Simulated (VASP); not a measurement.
Runs of VASP 6.6.1 on Au. The structure is that of space group Im-3m (No. 229), or close to it. The cells are those of the table. 

```tsv
cell	gap on the mesh (eV)	pressure (GPa)
a = 2.861 Å, angles 109.2, 109.2, 110.0°, 1 atom	none	(b)
a = 2.856 Å, angles 109.1, 109.1, 110.3°, 1 atom	none	-7.8
a = 2.866 Å, angles 109.3, 109.3, 109.7°, 1 atom	none	(a)
a = 2.890 Å, angles 110.0, 110.0, 108.4°, 1 atom	none	-11.7
a = 2.875 Å, angles 109.6, 109.6, 109.2°, 1 atom	none	-10.2
a = 2.851 Å, angles 108.9, 108.9, 110.6°, 1 atom	none	(c)
a = 2.887 Å, angles 109.9, 109.9, 108.5°, 1 atom	none	-11.5
a = 2.880 Å, angles 109.7, 109.7, 108.9°, 1 atom	none	-10.7
```

Alike in all rows: task single point; level PBEsol; potentials or basis VASP PAW PBE potentials, release 64 (Au); no spin polarisation; k mesh 20 × 20 × 20; cutoff (eV) 520; smearing gaussian 0.15 eV.

Task: Estimate the missing entries.

Result: (a) -9.1; (b) -8.5; (c) -7.1.

Caveats: the PAW data sets were made with another functional, which shifts forces and pressure a little; spin-orbit coupling is left out, which moves the levels of the heavy elements.

A k mesh can miss the band edges, and the runs leave out spin-orbit coupling on Au.

A gap of «none» marks levels without a gap at the run's occupations.
